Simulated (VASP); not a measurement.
# AlRu (P4mm) in VASP: further runs, part 2 of 2

VASP 6.6.1. The steps go on from the part before.

## Step 3: Single point, PBE (all Ru atoms moved +0.087 Å, as atom 2 along Cartesian [0 0 1])

INCAR

```
PREC     = Accurate       # precision mode
ENCUT    = 520            # plane-wave cutoff, eV
EDIFF    = 1E-7           # SCF threshold, eV
ISMEAR   = 0              # smearing method
SIGMA    = 0.15           # smearing width, eV
LREAL    = F              # projectors in reciprocal space
LASPH    = T              # aspherical terms in the spheres
NELM     = 100            # most SCF steps
ALGO     = Fast           # electronic algorithm
ISIF     = 2              # what is computed and relaxed
LWAVE    = F              # write WAVECAR
LCHARG   = F              # write CHGCAR
GGA      = PE             # functional
NBANDS   = 16             # bands
```

KPOINTS

```
Automatic mesh
0
Gamma
  20 20 20
```

POSCAR

```
AlRu
1.0
    3.0040847246      0.0000000000      0.0000000000
    0.0000000000      3.0040847246      0.0000000000
    0.0000000000      0.0000000000      3.0040847246
Al Ru
1 1
Direct
    0.0000000000      0.0000000000      0.0000000000
    0.5000000000      0.5000000000      0.5291270081
```

Potentials or basis: VASP PAW PBE potentials, release 64 (Al, Ru_pv).

The run is started by

```bash
$ cat potpaw_PBE.64/Al/POTCAR potpaw_PBE.64/Ru_pv/POTCAR > POTCAR
$ mpirun -np 1 vasp_std > vasp.out
```

OUTCAR:

```text
PREC = Accurate
   ENCUT = 520
   EDIFF = 1E-7
   ISMEAR = 0
   LREAL = F
   LASPH = T
   NELM = 100
   ISIF = 2
   GGA = PE

 ion  position               nearest neighbor table
   1  0.000  0.000  0.000-   2 2.55   2 2.55   2 2.55   2 2.55   2 2.65   2 2.65   2 2.65   2 2.65

   2  0.500  0.500  0.529-   1 2.55   1 2.55   1 2.55   1 2.55   1 2.65   1 2.65   1 2.65   1 2.65

  LATTYP: Found a simple cubic cell.
 ALAT       =     3.0040847246

  Lattice vectors:

 A1 = (   3.0040847246,   0.0000000000,   0.0000000000)
 A2 = (   0.0000000000,   3.0040847246,   0.0000000000)
 A3 = (   0.0000000000,   0.0000000000,   3.0040847246)

Analysis of symmetry for initial positions (statically):
=====================================================================
 Subroutine PRICEL returns:
 Original cell was already a primitive cell.

 Routine SETGRP: Setting up the symmetry group for a
 simple cubic supercell.

 Subroutine GETGRP returns: Found  8 space group operations
 (whereof  8 operations were pure point group operations)
 out of a pool of 48 trial point group operations.

The static configuration has the point symmetry C_4v.

Analysis of symmetry for dynamics (positions and initial velocities):
=====================================================================
 Subroutine PRICEL returns:
 Original cell was already a primitive cell.

 Routine SETGRP: Setting up the symmetry group for a
 simple cubic supercell.

 Subroutine GETGRP returns: Found  8 space group operations
 (whereof  8 operations were pure point group operations)
 out of a pool of 48 trial point group operations.

The dynamic configuration has the point symmetry C_4v.

 Subroutine INISYM returns: Found  8 space group operations
 (whereof  8 operations are pure point group operations),
 and found     1 'primitive' translations

[... 105 lines left out ...]
   NELECT =      17.0000    total number of electrons
   NUPDOWN=      -1.0000    fix difference up-down
   EMIN   =  10.00;   EMAX   =-10.00  energy-range for DOS
   EFERMI =   0.00;   METHOD = LEGACY
   ISMEAR =     0;   SIGMA  =   0.15  broadening in eV -4-tet -1-fermi 0-gaus
   EFERMI_NEDOS =   21; number of points for ismear=-14 and -15
   IALGO  =     68    algorithm
   IMIX   =      4    mixing-type and parameters
     AMIX     =   0.40;   BMIX     =  1.00
     AMIX_MAG =   1.60;   BMIX_MAG =  1.00
  volume/ion in A,a.u.               =      13.56        91.48
  Fermi-wavevector in a.u.,A,eV,Ry     =   1.401239  2.647958 26.714651  1.963471
  Thomas-Fermi vector in A             =   2.524120
   LORBIT       =      0    0 simple, 1 ext, 2 COOP (PROOUT), +10 PAW based schemes
   GGA     = PE    functional components
   LHFCALC =     F    Hartree Fock is set to
   AEXX    =    0.0000 exact exchange contribution
   IVDW    =     0    specifies the selected vdW correction
   LEPSILON=     F    determine dielectric tensor
   LRPA    =     F    only Hartree local field effects (RPA)
 non-spin polarized calculation
 RMM-DIIS sequential band-by-band and
 Gauss-broadening in eV      SIGMA  =   0.15
  energy-cutoff  :      520.00
  volume of cell :       27.11
 maximum number of plane-waves:       743
 NGX is ok and might be reduce to    24
   NGX = 11   NGY = 11   NGZ = 11

 number of electron      16.9999999 magnetization

 Free energy of the ion-electron system (eV)
  ---------------------------------------------------
  ext. energy  EPLUGINS =         0.00000000
  ---------------------------------------------------
  free energy    TOTEN  =       -14.23887772 eV

  energy without entropy =      -14.21971887  energy(sigma->0) =      -14.22929829

 E-fermi :  10.5312     XC(G=0): -12.5002

 val. band max:       10.5292920701   @ k =   0.1000   0.1000   0.4000
 cond. band min:      10.5316448433   @ k =   0.2500   0.2500   0.4000
 fundamental gap:      0.0023527732
 Fermi energy:        10.5312224181

 k-point     1 :       0.0000    0.0000    0.0000
  band No.  band energies     occupation
      1     -31.2266      2.00000
      2     -31.2266      2.00000
      3     -31.2254      2.00000
      4       0.9421      2.00000
      5       7.0307      2.00000
      6       7.0363      2.00000
[... 433 lines left out ...]
      3     -31.2234      2.00000
      4       1.1788      2.00000
      5       7.1116      2.00000
      6       7.1172      2.00000
[... 8 lines left out ...]
     15      22.6658      0.00000
     16      26.0986      0.00000

 [... further k-points ...]
[... 5 lines left out ...]
  --------------------------------------------------------------------------------------
  -------------------------------------------------------------------------------------
  Total        0.1195507      0.1195507      0.0225089      0.0000000      0.0000000     -0.0000000
  in kB        7.0652291      7.0652291      1.3302376      0.0000000      0.0000000     -0.0000000
  external PRESSURE =       5.1535653 kB  Pullay stress =       0.0000000 kB

 VOLUME and BASIS-vectors are now :
 -----------------------------------------------------------------------------
  energy-cutoff  :      520.00
  volume of cell :       27.11
      direct lattice vectors                 reciprocal lattice vectors
     3.004084725  0.000000000  0.000000000     0.332880092  0.000000000  0.000000000
     0.000000000  3.004084725  0.000000000     0.000000000  0.332880092  0.000000000
     0.000000000  0.000000000  3.004084725     0.000000000  0.000000000  0.332880092

 POSITION                                       TOTAL-FORCE (eV/Angst)
 -----------------------------------------------------------------------------------
      0.00000      0.00000      0.00000        -0.000000      0.000000      0.651969
      1.50204      1.50204      1.58954         0.000000     -0.000000     -0.651969
 -----------------------------------------------------------------------------------
    total drift:                                0.000000     -0.000000     -0.000091

  FREE ENERGIE OF THE ION-ELECTRON SYSTEM (eV)
  ---------------------------------------------------
  free  energy   TOTEN  =       -14.2388777153 eV

  energy  without entropy=      -14.2197188698  energy(sigma->0) =      -14.22929829
```

stdout:

```text
POSCAR found type information on POSCAR AlRu
 POSCAR found :  2 types and       2 ions
 scaLAPACK will be used
 LDA part: xc-table for (Slater+PW92), standard interpolation
 POSCAR, INCAR and KPOINTS ok, starting setup
 FFT: planning ... GRIDC
 FFT: planning ... GRID_SOFT
 FFT: planning ... GRID
 WAVECAR not read
 entering main loop
```

Run time: 97 s. Hardware: 1 thread of Intel Xeon 6975P-C (Granite Rapids), shared host; peak memory 0.39 GiB.

What came out:

```yaml
Free_energy: -14.2389 eV
Pressure: 0.5 GPa
Largest_force: 0.652 eV/Å
Band_gap_on_the_k_mesh: zero (an odd number of electrons rules out a gap without spin polarisation)
```

Forces in eV/Å, atoms in the order of the input:
```
Al   0.000  0.000  0.652
Ru   0.000  0.000 -0.652
```

Stress tensor (GPa, compression positive):
```
0.71 0.00 0.00
0.00 0.71 0.00
0.00 0.00 0.13
```

Caveat: the cell differs from its parent crystal (all Ru atoms moved +0.087 Å, as atom 2 along Cartesian [0 0 1]).

## Step 4: Single point, PBE (all Ru atoms moved +0.062 Å, as atom 2 along Cartesian [0 0 1])

INCAR

```
SYSTEM = AlRu
ALGO = Fast
EDIFF = 1E-7
ENCUT = 520
GGA = PE
ISIF = 2
ISMEAR = 0
LASPH = .TRUE.
LCHARG = .FALSE.
LREAL = .FALSE.
LWAVE = .FALSE.
NBANDS = 16
NELM = 60
PREC = Accurate
SIGMA = 0.15
```

KPOINTS

```
k-points
0
G
  20 20 20
  0 0 0
```

Edit POSCAR of step 3 so:

```diff
@@ -9,2 +9,2 @@
     0.0000000000      0.0000000000      0.0000000000
-    0.5000000000      0.5000000000      0.5291270081
+    0.5000000000      0.5000000000      0.5208050058
```

Potentials or basis: VASP PAW PBE potentials, release 64 (Al, Ru_pv).

The run is started by

```bash
$ cat potpaw_PBE.64/Al/POTCAR potpaw_PBE.64/Ru_pv/POTCAR > POTCAR
$ mpirun -np 1 vasp_std > vasp.out
```

OUTCAR:

```text
SYSTEM = AlRu
   EDIFF = 1E-7
   ENCUT = 520
   GGA = PE
   ISIF = 2
   ISMEAR = 0
   LASPH = .TRUE.
   LREAL = .FALSE.
   NELM = 60
   PREC = Accurate

 ion  position               nearest neighbor table
   1  0.000  0.000  0.000-   2 2.57   2 2.57   2 2.57   2 2.57   2 2.64   2 2.64   2 2.64   2 2.64

   2  0.500  0.500  0.521-   1 2.57   1 2.57   1 2.57   1 2.57   1 2.64   1 2.64   1 2.64   1 2.64

  LATTYP: Found a simple cubic cell.
 ALAT       =     3.0040847246

  Lattice vectors:

 A1 = (   3.0040847246,   0.0000000000,   0.0000000000)
 A2 = (   0.0000000000,   3.0040847246,   0.0000000000)
 A3 = (   0.0000000000,   0.0000000000,   3.0040847246)

Analysis of symmetry for initial positions (statically):
=====================================================================
 Subroutine PRICEL returns:
 Original cell was already a primitive cell.

 Routine SETGRP: Setting up the symmetry group for a
 simple cubic supercell.

 Subroutine GETGRP returns: Found  8 space group operations
 (whereof  8 operations were pure point group operations)
 out of a pool of 48 trial point group operations.

The static configuration has the point symmetry C_4v.

Analysis of symmetry for dynamics (positions and initial velocities):
=====================================================================
 Subroutine PRICEL returns:
 Original cell was already a primitive cell.

 Routine SETGRP: Setting up the symmetry group for a
 simple cubic supercell.

 Subroutine GETGRP returns: Found  8 space group operations
 (whereof  8 operations were pure point group operations)
 out of a pool of 48 trial point group operations.

The dynamic configuration has the point symmetry C_4v.

 Subroutine INISYM returns: Found  8 space group operations
 (whereof  8 operations are pure point group operations),
 and found     1 'primitive' translations

----------------------------------------------------------------------------------------

                                     Primitive cell

  volume of cell :      27.1104

  direct lattice vectors                    reciprocal lattice vectors
     3.004084725  0.000000000  0.000000000     0.332880092  0.000000000  0.000000000
     0.000000000  3.004084725  0.000000000     0.000000000  0.332880092  0.000000000
     0.000000000  0.000000000  3.004084725     0.000000000  0.000000000  0.332880092

  length of vectors
     3.004084725  3.004084725  3.004084725     0.332880092  0.332880092  0.332880092

  position of ions in fractional coordinates (direct lattice)
     0.000000000  0.000000000  0.000000000
     0.500000000  0.500000000  0.520805006

  ion indices of the primitive-cell ions
   primitive index   ion index
                 1           1
                 2           2

----------------------------------------------------------------------------------------

 KPOINTS: k-points

Automatic generation of k-mesh.
 Grid dimensions read from file:
 generate k-points for:   20   20   20

 Generating k-lattice:

  Cartesian coordinates                     Fractional coordinates (reciprocal lattice)
     0.016644005  0.000000000  0.000000000     0.050000000  0.000000000  0.000000000
     0.000000000  0.016644005  0.000000000     0.000000000  0.050000000  0.000000000
     0.000000000  0.000000000  0.016644005     0.000000000  0.000000000  0.050000000

  Length of vectors
     0.016644005  0.016644005  0.016644005

  Shift w.r.t. Gamma in fractional coordinates (k-lattice)
     0.000000000  0.000000000  0.000000000

 Subroutine IBZKPT returns following result:
 ===========================================

 Found    726 irreducible k-points:

 Following reciprocal coordinates:
            Coordinates               Weight
  0.000000  0.000000  0.000000      1.000000
  0.050000  0.000000  0.000000      4.000000
  0.000000  0.000000  0.050000      2.000000
  0.100000  0.000000  0.000000      4.000000
  0.000000  0.000000  0.100000      2.000000
  0.150000  0.000000  0.000000      4.000000
[... 16 lines left out ...]
  0.000000  0.050000  0.050000      8.000000
  0.100000  0.050000  0.000000      8.000000
 [... further k-points ...]
   k-points           NKPTS =    726   k-points in BZ     NKDIM =    726   number of bands    NBANDS=     16
   number of dos      NEDOS =    301   number of ions     NIONS =      2
   total plane-waves  NPLWV =  13824
   dimension x,y,z NGX =    24 NGY =   24 NGZ =   24
   dimension x,y,z NGXF=    48 NGYF=   48 NGZF=   48
   ions per type =               1   1
   NGX,Y,Z   is equivalent  to a cutoff of  13.28, 13.28, 13.28 a.u.
   NGXF,Y,Z  is equivalent  to a cutoff of  26.56, 26.56, 26.56 a.u.
 SYSTEM =  AlRu
   PREC   = accura    normal or accurate (medium, high low for compatibility)
   ISTART =      0    job   : 0-new  1-cont  2-samecut
   ICHARG =      2    charge: 1-file 2-atom 10-const
   ISPIN  =      1    spin polarized calculation?
   LNONCOLLINEAR =      F non collinear calculations
   LSORBIT =      F    spin-orbit coupling
   LASPH  =      T    aspherical Exc in radial PAW
   ENCUT  =  520.0 eV  38.22 Ry    6.18 a.u.   5.59  5.59  5.59*2*pi/ulx,y,z
   NELM   =     60;   NELMIN=  2; NELMDL= -5     # of ELM steps
   EDIFF  = 0.1E-06   stopping-criterion for ELM
   LREAL  =      F    real-space projection
   EDIFFG = 0.1E-05   stopping-criterion for IOM
   NSW    =      0    number of steps for IOM
   IBRION =     -1    ionic relax: 0-MD 1-quasi-New 2-CG
   NFREE  =      0    steps in history (QN), initial steepest desc. (CG)
   ISIF   =      2    stress and relaxation
   ISYM   =      2    0-nonsym 1-usesym 2-fastsym
   POTIM  = 0.5000    time-step for ionic-motion
   TEBEG  =    0.0;   TEEND  =   0.0 temperature during run
   PSTRESS=    0.0 pullay stress
   NELECT =      17.0000    total number of electrons
   NUPDOWN=      -1.0000    fix difference up-down
   EMIN   =  10.00;   EMAX   =-10.00  energy-range for DOS
   EFERMI =   0.00;   METHOD = LEGACY
   ISMEAR =     0;   SIGMA  =   0.15  broadening in eV -4-tet -1-fermi 0-gaus
   EFERMI_NEDOS =   21; number of points for ismear=-14 and -15
   IALGO  =     68    algorithm
   IMIX   =      4    mixing-type and parameters
     AMIX     =   0.40;   BMIX     =  1.00
     AMIX_MAG =   1.60;   BMIX_MAG =  1.00
  volume/ion in A,a.u.               =      13.56        91.48
  Fermi-wavevector in a.u.,A,eV,Ry     =   1.401239  2.647958 26.714651  1.963471
  Thomas-Fermi vector in A             =   2.524120
   LORBIT       =      0    0 simple, 1 ext, 2 COOP (PROOUT), +10 PAW based schemes
   GGA     = PE    functional components
   LHFCALC =     F    Hartree Fock is set to
   AEXX    =    0.0000 exact exchange contribution
   IVDW    =     0    specifies the selected vdW correction
   LEPSILON=     F    determine dielectric tensor
   LRPA    =     F    only Hartree local field effects (RPA)
 non-spin polarized calculation
 RMM-DIIS sequential band-by-band and
 Gauss-broadening in eV      SIGMA  =   0.15
  energy-cutoff  :      520.00
  volume of cell :       27.11
 maximum number of plane-waves:       743
 NGX is ok and might be reduce to    24
   NGX = 11   NGY = 11   NGZ = 11

 number of electron      16.9999996 magnetization

 Free energy of the ion-electron system (eV)
  ---------------------------------------------------
  ext. energy  EPLUGINS =         0.00000000
  ---------------------------------------------------
  free energy    TOTEN  =       -14.25285243 eV

  energy without entropy =      -14.23373404  energy(sigma->0) =      -14.24329324

 E-fermi :  10.5337     XC(G=0): -12.5013

 val. band max:       10.5333900479   @ k =   0.5000   0.4000   0.3500
 cond. band min:      10.5364196797   @ k =   0.2000   0.1000   0.0500
 fundamental gap:      0.0030296319
 Fermi energy:        10.5336643509

 k-point     1 :       0.0000    0.0000    0.0000
  band No.  band energies     occupation
      1     -31.2260      2.00000
      2     -31.2260      2.00000
      3     -31.2254      2.00000
      4       0.9410      2.00000
      5       7.0364      2.00000
      6       7.0392      2.00000
[... 8 lines left out ...]
     15      22.6632      0.00000
     16      25.3850      0.00000
[... 419 lines left out ...]
 k-point    24 :       0.1000    0.0500    0.0000
  band No.  band energies     occupation
      1     -31.2448      2.00000
      2     -31.2293      2.00000
      3     -31.2234      2.00000
      4       1.1776      2.00000
      5       7.1163      2.00000
      6       7.1209      2.00000
[... 8 lines left out ...]
     15      22.6638      0.00000
     16      26.1243      0.00000

 [... further k-points ...]
[... 5 lines left out ...]
  --------------------------------------------------------------------------------------
  -------------------------------------------------------------------------------------
  Total        0.0568955      0.0568955      0.0075529      0.0000000      0.0000000      0.0000000
  in kB        3.3624197      3.3624197      0.4463638      0.0000000      0.0000000      0.0000000
  external PRESSURE =       2.3904011 kB  Pullay stress =       0.0000000 kB

 VOLUME and BASIS-vectors are now :
 -----------------------------------------------------------------------------
  energy-cutoff  :      520.00
  volume of cell :       27.11
      direct lattice vectors                 reciprocal lattice vectors
     3.004084725  0.000000000  0.000000000     0.332880092  0.000000000  0.000000000
     0.000000000  3.004084725  0.000000000     0.000000000  0.332880092  0.000000000
     0.000000000  0.000000000  3.004084725     0.000000000  0.000000000  0.332880092

 POSITION                                       TOTAL-FORCE (eV/Angst)
 -----------------------------------------------------------------------------------
      0.00000      0.00000      0.00000         0.000000     -0.000000      0.466106
      1.50204      1.50204      1.56454         0.000000      0.000000     -0.466106
 -----------------------------------------------------------------------------------
    total drift:                                0.000000     -0.000000     -0.000024

  FREE ENERGIE OF THE ION-ELECTRON SYSTEM (eV)
  ---------------------------------------------------
  free  energy   TOTEN  =       -14.2528524340 eV

  energy  without entropy=      -14.2337340426  energy(sigma->0) =      -14.24329324
```

stdout:

```text
POSCAR found type information on POSCAR AlRu
 POSCAR found :  2 types and       2 ions
 scaLAPACK will be used
 LDA part: xc-table for (Slater+PW92), standard interpolation
 POSCAR, INCAR and KPOINTS ok, starting setup
 FFT: planning ... GRIDC
 FFT: planning ... GRID_SOFT
 FFT: planning ... GRID
 WAVECAR not read
 entering main loop
WARNING in EDDRMM: call to ZHEGV failed, returncode =   6  3     16
WARNING in EDDRMM: call to ZHEGV failed, returncode =   6  3     14
WARNING in EDDRMM: call to ZHEGV failed, returncode =   6  3     16
```

It took 90 s on 1 thread of Intel Xeon 6975P-C (Granite Rapids), shared host; peak memory 0.39 GiB.

Results:

- Free energy: -14.2529 eV
- Pressure: 0.2 GPa
- Largest force: 0.466 eV/Å
- Band gap on the k mesh: zero (an odd number of electrons rules out a gap without spin polarisation)

Forces in eV/Å, atoms in the order of the input:
```
Al   0.000  0.000  0.466
Ru   0.000  0.000 -0.466
```

Caveat: the cell differs from its parent crystal (all Ru atoms moved +0.062 Å, as atom 2 along Cartesian [0 0 1]).

## Step 5: Overview

| cell | further INCAR settings | gap on the mesh (eV) | pressure (GPa) | largest force (eV/Å) |
| --- | --- | --- | --- | --- |
| as given, atomic positions A | ALGO = Fast; EDIFF = 1e-06; NBANDS = 16 | none | 0.0 | 0.19 |
| as given, atomic positions B | ALGO = Fast; EDIFF = 1e-07; NBANDS = 16 | none | 0.5 | 0.65 |
| as given, atomic positions C | ALGO = Fast; EDIFF = 1e-07; NBANDS = 16 | none | 0.2 | 0.47 |

Alike in all rows: task single point; level PBE; potentials or basis VASP PAW PBE potentials, release 64 (Al, Ru_pv); no spin polarisation; k mesh 20 × 20 × 20; cutoff (eV) 520; smearing gaussian 0.15 eV.

Absolute energies hang on the potentials; compare differences alone.
